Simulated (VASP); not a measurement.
A run of VASP 6.6.1 is set up as follows.

File INCAR:

```
SYSTEM = Ca8C
  PREC = Accurate
  ENCUT = 520
  EDIFF = 1E-7
  ISMEAR = 0
  SIGMA = 0.1
  LREAL = .FALSE.
  LASPH = .TRUE.
  NELM = 100
  ALGO = Normal
  ISIF = 2
  LWAVE = .FALSE.
  LCHARG = .FALSE.
  LDIPOL = .TRUE.
  IDIPOL = 3
  DIPOL = 0.5 0.5 0.313
  GGA = PE
  NBANDS = 52
```

The input KPOINTS:

```
Automatic mesh
0
G
  6 6 1
  0 0 0
```

The input POSCAR:

```
Ca8C
1.0
    7.8132359333      0.0000000000      0.0000000000
   -3.9066179666      6.7664608040      0.0000000000
    0.0000000000      0.0000000000     18.4977493743
Ca C
8 1
Direct
    0.3333333333      0.1666666667      0.2162425233
    0.3333333333      0.6666666667      0.2162425233
    0.8333333333      0.1666666667      0.2162425233
    0.8333333333      0.6666666667      0.2162425233
    0.1666666667      0.3333333333      0.3783027455
    0.1666666667      0.8333333333      0.3783027455
    0.6666666667      0.3333333333      0.3783027455
    0.6666666667      0.8333333333      0.3783027455
    0.2500000000      0.6666666667      0.4362485862
```

Potentials or basis: VASP PAW PBE potentials, release 64 (Ca_sv, C).

Run with:

```sh
$ cat potpaw_PBE.64/Ca_sv/POTCAR potpaw_PBE.64/C/POTCAR > POTCAR
$ mpirun -np 1 vasp_std > vasp.out
```

Question: Predict the band gap on the k mesh.

Answer: Zero (band 42 reaches -1.31 eV, above the bottom of band 43 at -1.38 eV).

Question: Estimate the largest force.

Answer: 3.088 eV/Å.

Forces in eV/Å, atoms in the order of the input:
```
Ca   0.016  0.001 -0.109
Ca  -0.002  0.002  0.056
Ca  -0.036 -0.012 -0.141
Ca  -0.030 -0.003 -0.141
Ca  -0.309  1.043  0.578
Ca  -1.324  1.189 -0.972
Ca   0.337  0.100  0.203
Ca  -1.131 -0.477  0.505
C    2.478 -1.842  0.021
```
